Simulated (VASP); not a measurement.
# Mg5O (P-62m) in VASP: notebook, part 2 of 3

VASP 6.6.1. Earlier steps stand in the parts before.

### Step 3. Single point, PBE

This run uses another cell than the first one, of 14.82 Å³/atom.

Contents of INCAR:

```
PREC = Accurate ; ENCUT = 520
EDIFF = 1E-6 ; ISMEAR = 0
SIGMA = 0.1 ; LREAL = False
LASPH = True ; NELM = 80
ALGO = Normal ; ISIF = 2
LWAVE = False ; LCHARG = False
GGA = PE ; NBANDS = 17
```

Contents of KPOINTS:

```
Automatic mesh
0
Gamma
  6 6 4
```

Contents of POSCAR:

```
Mg5O
1.0
    4.5727278000      0.0000000000      0.0000000000
   -2.2863639000      3.9600984400      0.0000000000
    0.0000000000      0.0000000000      4.9087831600
Mg O
5 1
Direct
    0.0000000000      0.3317663100      0.0000000000
    0.6682336900      0.6682336900      0.0000000000
    0.3317663100      0.0000000000      0.0000000000
    0.6666666700      0.3333333300      0.5000000000
    0.3333333300      0.6666666700      0.5000000000
    0.0000000000      0.0000000000      0.5000000000
```

Potentials or basis: VASP PAW PBE potentials, release 64 (Mg, O).

Launch:

```bash
$ cat potpaw_PBE.64/Mg/POTCAR potpaw_PBE.64/O/POTCAR > POTCAR
$ mpirun -np 1 vasp_std > vasp.out
```

OUTCAR:

```text
PREC = Accurate
   ENCUT = 520
   EDIFF = 1E-6
   ISMEAR = 0
   LREAL = False
   LASPH = True
   NELM = 80
   ISIF = 2
   GGA = PE

 ion  position               nearest neighbor table
   1  0.000  0.332  0.000-   3 2.63   2 2.63   3 2.65   2 2.65   2 2.65   3 2.65   4 2.89   4 2.89
                             5 2.89   5 2.89
   2  0.668  0.668  0.000-   3 2.63   1 2.63   3 2.65   1 2.65   1 2.65   3 2.65   5 2.89   5 2.89
                             4 2.89   4 2.89
   3  0.332  0.000  0.000-   1 2.63   2 2.63   2 2.65   1 2.65   1 2.65   2 2.65   5 2.89   5 2.89
                             4 2.89   4 2.89
   4  0.667  0.333  0.500-   6 2.64   5 2.64   5 2.64   6 2.64   6 2.64   5 2.64   1 2.89   1 2.89
                             3 2.89   3 2.89   2 2.89   2 2.89
   5  0.333  0.667  0.500-   6 2.64   4 2.64   4 2.64   6 2.64   6 2.64   4 2.64   3 2.89   3 2.89
                             1 2.89   1 2.89   2 2.89   2 2.89
   6  0.000  0.000  0.500-   4 2.64   5 2.64   4 2.64   5 2.64   4 2.64   5 2.64

  LATTYP: Found a hexagonal cell.
 ALAT       =     4.5727278000
 C/A-ratio  =     1.0734912233

  Lattice vectors:

 A1 = (   4.5727278000,   0.0000000000,   0.0000000000)
 A2 = (  -2.2863639000,   3.9600984400,   0.0000000000)
 A3 = (   0.0000000000,   0.0000000000,   4.9087831600)

Analysis of symmetry for initial positions (statically):
=====================================================================
 Subroutine PRICEL returns:
 Original cell was already a primitive cell.

 Routine SETGRP: Setting up the symmetry group for a
 hexagonal supercell.

 Subroutine GETGRP returns: Found 12 space group operations
 (whereof 12 operations were pure point group operations)
 out of a pool of 24 trial point group operations.

The static configuration has the point symmetry D_3h.

Analysis of symmetry for dynamics (positions and initial velocities):
=====================================================================
 Subroutine PRICEL returns:
 Original cell was already a primitive cell.

 Routine SETGRP: Setting up the symmetry group for a
 hexagonal supercell.

 Subroutine GETGRP returns: Found 12 space group operations
 (whereof 12 operations were pure point group operations)
 out of a pool of 24 trial point group operations.

The dynamic configuration has the point symmetry D_3h.

 Subroutine INISYM returns: Found 12 space group operations
 (whereof 12 operations are pure point group operations),
 and found     1 'primitive' translations

----------------------------------------------------------------------------------------

                                     Primitive cell

  volume of cell :      88.8905

  direct lattice vectors                    reciprocal lattice vectors
     4.572727800  0.000000000  0.000000000     0.218687848  0.126259488  0.000000000
    -2.286363900  3.960098440  0.000000000     0.000000000  0.252518975  0.000000000
     0.000000000  0.000000000  4.908783160     0.000000000  0.000000000  0.203716475

  length of vectors
     4.572727800  4.572727801  4.908783160     0.252518975  0.252518975  0.203716475

[... 42 lines left out ...]

 Following reciprocal coordinates:
            Coordinates               Weight
  0.000000  0.000000  0.000000      1.000000
  0.166667  0.000000  0.000000      6.000000
  0.333333  0.000000  0.000000      6.000000
  0.500000  0.000000  0.000000      3.000000
  0.166667  0.166667  0.000000      6.000000
  0.333333  0.166667  0.000000     12.000000
[... 13 lines left out ...]
  0.333333  0.166667  0.500000     12.000000
  0.333333  0.333333  0.500000      2.000000
   k-points           NKPTS =     21   k-points in BZ     NKDIM =     21   number of bands    NBANDS=     17
   number of dos      NEDOS =    301   number of ions     NIONS =      6
   total plane-waves  NPLWV =  51840
   dimension x,y,z NGX =    36 NGY =   36 NGZ =   40
   dimension x,y,z NGXF=    72 NGYF=   72 NGZF=   80
   ions per type =               5   1
   NGX,Y,Z   is equivalent  to a cutoff of  13.09, 13.09, 13.55 a.u.
   NGXF,Y,Z  is equivalent  to a cutoff of  26.18, 26.18, 27.09 a.u.
 SYSTEM =  unknown system
   PREC   = accura    normal or accurate (medium, high low for compatibility)
   ISTART =      0    job   : 0-new  1-cont  2-samecut
   ICHARG =      2    charge: 1-file 2-atom 10-const
   ISPIN  =      1    spin polarized calculation?
   LNONCOLLINEAR =      F non collinear calculations
   LSORBIT =      F    spin-orbit coupling
   LASPH  =      T    aspherical Exc in radial PAW
   ENCUT  =  520.0 eV  38.22 Ry    6.18 a.u.   8.50  8.50  9.13*2*pi/ulx,y,z
   NELM   =     80;   NELMIN=  2; NELMDL= -5     # of ELM steps
   EDIFF  = 0.1E-05   stopping-criterion for ELM
   LREAL  =      F    real-space projection
   EDIFFG = 0.1E-04   stopping-criterion for IOM
   NSW    =      0    number of steps for IOM
   IBRION =     -1    ionic relax: 0-MD 1-quasi-New 2-CG
   NFREE  =      0    steps in history (QN), initial steepest desc. (CG)
   ISIF   =      2    stress and relaxation
   ISYM   =      2    0-nonsym 1-usesym 2-fastsym
   POTIM  = 0.5000    time-step for ionic-motion
   TEBEG  =    0.0;   TEEND  =   0.0 temperature during run
   PSTRESS=    0.0 pullay stress
   NELECT =      16.0000    total number of electrons
   NUPDOWN=      -1.0000    fix difference up-down
   EMIN   =  10.00;   EMAX   =-10.00  energy-range for DOS
   EFERMI =   0.00;   METHOD = LEGACY
   ISMEAR =     0;   SIGMA  =   0.10  broadening in eV -4-tet -1-fermi 0-gaus
   EFERMI_NEDOS =   21; number of points for ismear=-14 and -15
   IALGO  =     38    algorithm
   IMIX   =      4    mixing-type and parameters
     AMIX     =   0.40;   BMIX     =  1.00
     AMIX_MAG =   1.60;   BMIX_MAG =  1.00
  volume/ion in A,a.u.               =      14.82        99.98
  Fermi-wavevector in a.u.,A,eV,Ry     =   0.924336  1.746741 11.624772  0.854397
  Thomas-Fermi vector in A             =   2.050070
   LORBIT       =      0    0 simple, 1 ext, 2 COOP (PROOUT), +10 PAW based schemes
   GGA     = PE    functional components
   LHFCALC =     F    Hartree Fock is set to
   AEXX    =    0.0000 exact exchange contribution
   IVDW    =     0    specifies the selected vdW correction
   LEPSILON=     F    determine dielectric tensor
   LRPA    =     F    only Hartree local field effects (RPA)
 non-spin polarized calculation
 Gauss-broadening in eV      SIGMA  =   0.10
  energy-cutoff  :      520.00
  volume of cell :       88.89
 maximum number of plane-waves:      2424
 NGX is ok and might be reduce to    36
   NGX = 17   NGY = 17   NGZ = 19

 number of electron      15.9999998 magnetization

 Free energy of the ion-electron system (eV)
  ---------------------------------------------------
  ext. energy  EPLUGINS =         0.00000000
  ---------------------------------------------------
  free energy    TOTEN  =       -10.56383071 eV

  energy without entropy =      -10.54405053  energy(sigma->0) =      -10.55394062

 E-fermi :   4.4430     XC(G=0):  -9.7705

 val. band max:        4.3953447803   @ k =   0.3333   0.0000   0.5000
 cond. band min:       4.4492294388   @ k =   0.3333   0.1667   0.2500
 fundamental gap:      0.0538846585
 Fermi energy:         4.4429523848

 k-point     1 :       0.0000    0.0000    0.0000
  band No.  band energies     occupation
      1     -12.7413      2.00000
      2      -2.8347      2.00000
      3       0.3964      2.00000
      4       1.0084      2.00000
      5       1.0084      2.00000
      6       3.6068      2.00000
[... 397 lines left out ...]
      4      -0.2408      2.00000
      5       0.4249      2.00000
      6       0.4249      2.00000
[... 9 lines left out ...]
     16      11.9994      0.00000
     17      12.1397      0.00000

------------------------ aborting loop because EDIFF is reached ----------------------------------------

  FORCE on cell =-STRESS in cart. coord.  units (eV):
  Direction    XX          YY          ZZ          XY          YZ          ZX
  --------------------------------------------------------------------------------------
  -------------------------------------------------------------------------------------
  Total       13.6420651     13.6420651      8.5036729      0.0000000     -0.0000000     -0.0000000
  in kB      245.8869727    245.8869727    153.2716903      0.0000000     -0.0000000     -0.0000000
  external PRESSURE =     215.0152119 kB  Pullay stress =       0.0000000 kB

 VOLUME and BASIS-vectors are now :
 -----------------------------------------------------------------------------
  energy-cutoff  :      520.00
  volume of cell :       88.89
      direct lattice vectors                 reciprocal lattice vectors
     4.572727800  0.000000000  0.000000000     0.218687848  0.126259488  0.000000000
    -2.286363900  3.960098440  0.000000000     0.000000000  0.252518975  0.000000000
     0.000000000  0.000000000  4.908783160     0.000000000  0.000000000  0.203716475

 POSITION                                       TOTAL-FORCE (eV/Angst)
 -----------------------------------------------------------------------------------
     -0.75854      1.31383      0.00000         0.236172     -0.409061      0.000000
      1.52783      2.64627      0.00000         0.236172      0.409061      0.000000
      1.51708      0.00000      0.00000        -0.472343     -0.000000      0.000000
      2.28636      1.32003      2.45439         0.000000     -0.000000     -0.000000
     -0.00000      2.64007      2.45439         0.000000     -0.000000     -0.000000
      0.00000      0.00000      2.45439         0.000000     -0.000000     -0.000000
 -----------------------------------------------------------------------------------
    total drift:                               -0.000000     -0.000000      0.000000

  FREE ENERGIE OF THE ION-ELECTRON SYSTEM (eV)
  ---------------------------------------------------
  free  energy   TOTEN  =       -10.5638307097 eV

  energy  without entropy=      -10.5440505342  energy(sigma->0) =      -10.55394062
```

OSZICAR:

```text
N       E                     dE             d eps       ncg     rms          rms(c)
DAV:   1     0.447782646467E+02    0.44778E+02   -0.56760E+03   714   0.751E+02
DAV:   2    -0.778884808985E+01   -0.52567E+02   -0.44766E+02   942   0.128E+02
DAV:   3    -0.126039292327E+02   -0.48151E+01   -0.47680E+01   870   0.393E+01
DAV:   4    -0.126340672791E+02   -0.30138E-01   -0.30126E-01   945   0.357E+00
DAV:   5    -0.126342872366E+02   -0.21996E-03   -0.21994E-03   910   0.304E-01    0.826E+00
DAV:   6    -0.114468143683E+02    0.11875E+01   -0.11023E+01   844   0.251E+01    0.861E+00
DAV:   7    -0.106842021323E+02    0.76261E+00   -0.27034E+00   951   0.114E+01    0.176E+00
DAV:   8    -0.105735767975E+02    0.11063E+00   -0.35542E-01   799   0.408E+00    0.643E-01
DAV:   9    -0.105674682398E+02    0.61086E-02   -0.45211E-02   859   0.123E+00    0.496E-01
DAV:  10    -0.105652438232E+02    0.22244E-02   -0.19969E-02   899   0.990E-01    0.301E-01
DAV:  11    -0.105638207567E+02    0.14231E-02   -0.44605E-03   920   0.474E-01    0.418E-02
DAV:  12    -0.105638310145E+02   -0.10258E-04   -0.37686E-04   757   0.127E-01    0.113E-02
DAV:  13    -0.105638307271E+02    0.28744E-06   -0.15400E-05   863   0.245E-02    0.678E-03
DAV:  14    -0.105638307097E+02    0.17355E-07   -0.80473E-06   773   0.188E-02
   1 F= -.10563831E+02 E0= -.10553941E+02  d E =-.197802E-01
```

Run time: 60 s. Hardware: 1 thread of Intel Xeon 8259CL, shared host; peak memory 0.22 GiB.

Results:

```yaml
Free_energy: -10.5638 eV
Pressure: 21.5 GPa
Largest_force: 0.472 eV/Å
Band_gap_on_the_k_mesh: zero (bands 8 and 9 overlap by 1.54 eV)
```

Forces on the atoms (eV/Å):
```
Mg   0.236 -0.409  0.000
Mg   0.236  0.409  0.000
Mg  -0.472  0.000  0.000
Mg   0.000  0.000  0.000
Mg   0.000  0.000  0.000
O    0.000  0.000  0.000
```

Levels at points of the mesh, in eV from the Fermi level:
```
           k point  band 4  band 5  band 6  band 7  band 8  band 9  band 10  band 11  band 12  band 13
(0.00, 0.00, 0.00)   -3.43   -3.43   -0.84   -0.05    0.34    0.39     0.39     2.38     3.46     3.46
(0.50, 0.00, 0.00)   -3.90   -3.35   -2.40   -0.93   -0.59    0.92     1.50     2.28     2.60     4.09
(0.00, 0.00, 0.50)   -3.34   -3.34   -2.12    0.83    1.28    1.28     1.74     1.74     2.30     3.75
(0.50, 0.00, 0.50)   -4.76   -3.69   -2.06   -1.93   -0.14    0.05     1.28     2.76     3.85     6.57
```

Caveat: the stress differs along the axes, from 15 to 25 GPa.

### Step 4. Single point, PBE

Contents of INCAR:

```
SYSTEM = Mg5O
ALGO = Normal ; EDIFF = 1E-7
ENCUT = 520 ; GGA = PE
ISIF = 2 ; ISMEAR = 0
LASPH = .TRUE. ; LCHARG = .FALSE.
LREAL = .FALSE. ; LWAVE = .FALSE.
NBANDS = 17 ; NELM = 100
PREC = Accurate ; SIGMA = 0.1
```

Contents of KPOINTS:

```
k-points
0
G
  6 6 4
  0 0 0
```

Contents of POSCAR:

```
Mg5O
1.0
    7.0309743578      0.0000000000      0.0000000000
   -3.5154871789      6.0890024072      0.0000000000
    0.0000000000      0.0000000000      2.9580215111
Mg O
5 1
Direct
    0.0000000000      0.2374141463      0.0000000000
    0.7625858537      0.7625858537      0.0000000000
    0.2374141463      0.0000000000      0.0000000000
    0.6666666667      0.3333333333      0.5000000000
    0.3333333333      0.6666666667      0.5000000000
    0.0000000000      0.0000000000      0.5000000000
```

Launch:

```bash
$ cat potpaw_PBE.64/Mg/POTCAR potpaw_PBE.64/O/POTCAR > POTCAR
$ mpirun -np 1 vasp_std > vasp.out
```

Run time: 1.8 min. Hardware: 1 thread of Intel Xeon 8259CL, shared host; peak memory 0.26 GiB.

It converged, with:

- Free energy: -15.5130 eV
- Pressure: -0.2 GPa
- Largest force: 0.010 eV/Å
- Band gap on the k mesh: zero (bands 8 and 9 overlap by 2.27 eV)

Forces in eV/Å, atoms in the order of the input:
```
Mg  -0.005  0.009  0.000
Mg  -0.005 -0.009  0.000
Mg   0.010  0.000  0.000
Mg   0.000  0.000  0.000
Mg   0.000  0.000  0.000
O    0.000  0.000  0.000
```

Levels at points of the mesh, in eV from the Fermi level:
```
           k point  band 6  band 7  band 8  band 9  band 10  band 11
(0.00, 0.00, 0.00)   -2.60   -2.15   -2.15   -0.31    -0.31     1.08
(0.50, 0.00, 0.00)   -3.76   -2.46   -1.69    0.23     1.16     1.84
(0.00, 0.00, 0.50)   -1.44    0.79    1.40    1.40     1.91     1.91
(0.50, 0.00, 0.50)   -0.46   -0.38   -0.31    1.11     1.13     2.13
```

Caveat: the k points lie up to 0.53 Å⁻¹ apart, too coarse for converged energies and pressures of a metal.

### Step 5. Relaxation of cell and atoms, PBE

Contents of INCAR:

```
PREC     = Accurate       # precision mode
ENCUT    = 600            # plane-wave cutoff, eV
EDIFF    = 1E-6           # SCF threshold, eV
ISMEAR   = 0              # smearing method
SIGMA    = 0.1            # smearing width, eV
LREAL    = F              # projectors in reciprocal space
LASPH    = T              # aspherical terms in the spheres
NELM     = 60             # most SCF steps
ALGO     = Normal         # electronic algorithm
ISIF     = 3              # what is computed and relaxed
LWAVE    = F              # write WAVECAR
LCHARG   = F              # write CHGCAR
GGA      = PE             # functional
IBRION   = 2              # ionic algorithm
NSW      = 90             # ionic steps
EDIFFG   = -0.04          # ionic threshold
```

Contents of KPOINTS:

```
Automatic mesh
0
Gamma
  3 3 6
```

POSCAR is that of step 4.

Launch:

```bash
$ cat potpaw_PBE.64/Mg/POTCAR potpaw_PBE.64/O/POTCAR > POTCAR
$ mpirun -np 1 vasp_std > vasp.out
```

It took 82 s on 1 thread of Intel Xeon 8259CL, shared host; peak memory 0.27 GiB.

Results (log left out):

| Item | Value |
| --- | --- |
| Free energy | -15.4922 eV |
| Relaxed volume | 21.00 Å³/atom |
| Relaxed cell | a = 7.034 Å, b = 7.034 Å, c = 2.941 Å, α = 90.00°, β = 90.00°, γ = 120.00° |
| Space group after relaxing (to 0.1 Å) | P-62m (No. 189) |
| Energy gained by relaxing | 0.4 meV/atom |
| Ionic steps | 2 |
| Pressure after relaxing | 0.1 GPa |
| Largest force after relaxing | 0.029 eV/Å |
| Band gap on the k mesh | zero (bands 8 and 9 overlap by 1.84 eV) |

Forces on the atoms (eV/Å):
```
Mg   0.015 -0.025  0.000
Mg   0.015  0.025  0.000
Mg  -0.029  0.000  0.000
Mg   0.000  0.000  0.000
Mg   0.000  0.000  0.000
O    0.000  0.000  0.000
```

Stress tensor (GPa, compression positive):
```
 0.10  0.00  0.00
 0.00  0.10  0.00
 0.00  0.00 -0.04
```

The path:
| step | energy change (eV) | largest force (eV/Å) | pressure (GPa) | volume (Å³) |
| --- | --- | --- | --- | --- |
| 1 | 0.0000 | 0.0435 | -0.27 | 126.64 |
| 2 | -0.0026 | 0.0292 | 0.06 | 125.98 |

Final structure:
```yaml
crystal:
  lattice:
    - [7.03353, 0.00000, 0.00000]
    - [-3.51677, 6.09122, 0.00000]
    - [0.00000, 0.00000, 2.94052]
  atoms:
    - { symbol: Mg, position: [0.00000, 0.23712, 0.00000] }
    - { symbol: Mg, position: [0.76288, 0.76288, 0.00000] }
    - { symbol: Mg, position: [0.23712, 0.00000, 0.00000] }
    - { symbol: Mg, position: [0.66667, 0.33333, 0.50000] }
    - { symbol: Mg, position: [0.33333, 0.66667, 0.50000] }
    - { symbol: O, position: [0.00000, 0.00000, 0.50000] }
```

Levels at points of the mesh, in eV from the Fermi level:
```
           k point  band 4  band 5  band 6  band 7  band 8  band 9  band 10  band 11  band 12
(0.00, 0.00, 0.00)   -5.80   -3.76   -2.69   -2.21   -2.21   -0.37    -0.37     1.06     5.18
(0.00, 0.00, 0.50)   -4.76   -1.56   -1.46    0.73    1.38    1.38     1.91     1.91     2.20
```

(Continued in part 3 of 3.)

The gap in the log of VASP goes by the Fermi energy; the results here count the filled bands.